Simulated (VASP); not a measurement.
Wanted: the native input for a VASP 6.6.1 run.

| Property | Result |
| --- | --- |
| Task | single point |
| Functional | PBE |
| Potentials or basis | VASP PAW PBE potentials, release 64 (Al, O) |
| Cutoff | 520 eV |
| k mesh | 8 × 8 × 8 |
| Occupations | fermi-dirac, width 0.02 eV |
| Spin | no spin polarisation |
| Dipole correction | no |
| Further INCAR settings | ALGO = Normal; EDIFF = 1e-06; NBANDS = 35 |

The structure of Al2O3 lies in POSCAR:

```
Al2O3
1.0
    2.3802500000      1.3742379782      4.3318666667
   -2.3802500000      1.3742379782      4.3318666667
    0.0000000000     -2.7484759565      4.3318666667
Al O
4 6
Direct
    0.3520823946      0.3520823946      0.3520823946
    0.1479176054      0.1479176054      0.1479176054
    0.6479176054      0.6479176054      0.6479176054
    0.8520823946      0.8520823946      0.8520823946
    0.5564629985      0.9435370015      0.2500000000
    0.2500000000      0.5564629985      0.9435370015
    0.9435370015      0.2500000000      0.5564629985
    0.4435370015      0.0564629985      0.7500000000
    0.7500000000      0.4435370015      0.0564629985
    0.0564629985      0.7500000000      0.4435370015
```

One way to write it, as run:

INCAR

```
SYSTEM = Al2O3
PREC = Accurate
ENCUT = 520
EDIFF = 1E-6
ISMEAR = -1
SIGMA = 0.02
LREAL = .False.
LASPH = .True.
NELM = 80
ALGO = Normal
ISIF = 2
LWAVE = .False.
LCHARG = .True.
GGA = PE
LELF = .True.
LVHAR = .True.
NBANDS = 35
```

KPOINTS

```
Automatic mesh
0
Gamma
  8 8 8
  0 0 0
```

Potentials or basis: VASP PAW PBE potentials, release 64 (Al, O).

Command:

```sh
$ cat potpaw_PBE.64/Al/POTCAR potpaw_PBE.64/O/POTCAR > POTCAR
$ mpirun -np 1 vasp_std > vasp.out
```

Results of the run:

```
Pressure               : 7.2 GPa
Largest force          : 0.005 eV/Å
Band gap on the k mesh : 6.22 eV
```

Caveat: the cell stands under pressure.

It took 4.1 min on 1 thread of Intel(R) Xeon(R) Platinum 8259CL CPU @ 2.50GHz (Skylake/Cascade Lake) (shared host), peak memory 0.31 GiB.
